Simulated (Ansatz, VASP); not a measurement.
Two plane-wave programs on MoS2

```
Mo S
1.0
     3.17302    0.00000    0.00000
    -1.58651    2.74792    0.00000
     0.00000    0.00000   12.62369
Mo S
2 4
Direct
  0.66667 0.33333 0.25000
  0.33333 0.66667 0.75000
  0.33333 0.66667 0.37334
  0.66667 0.33333 0.87334
  0.33333 0.66667 0.12666
  0.66667 0.33333 0.62666
```

Change from the starting cell: uniaxial_z strain +1.5%.

Alike in both runs: task single point; functional PBE; k mesh 12 × 12 × 2; occupations fermi-dirac, width 0.02 eV; no spin polarisation.

```csv
,VASP,Ansatz
version,VASP 6.6.1,Ansatz 0.2.0
potentials or method,"VASP PAW PBE potentials, release 64 (Mo_sv, S)","plane waves, PAW"
plane-wave cutoff (eV),520,420
valence electrons in the cell,52,52
```

```tsv
	VASP	Ansatz	Ansatz less VASP
gap on the k mesh at the Fermi level (eV)	1.03	1.01	-0.013
pressure (GPa)	2.0	2.1	+0.13
traceless stress, the component that is largest in VASP (GPa)	0.60	0.64	+0.038
rms of the force components (eV/Å)	0.046	0.052	+0.0061
```

Atom by atom the forces differ by 0.006 eV/Å (rms over components).
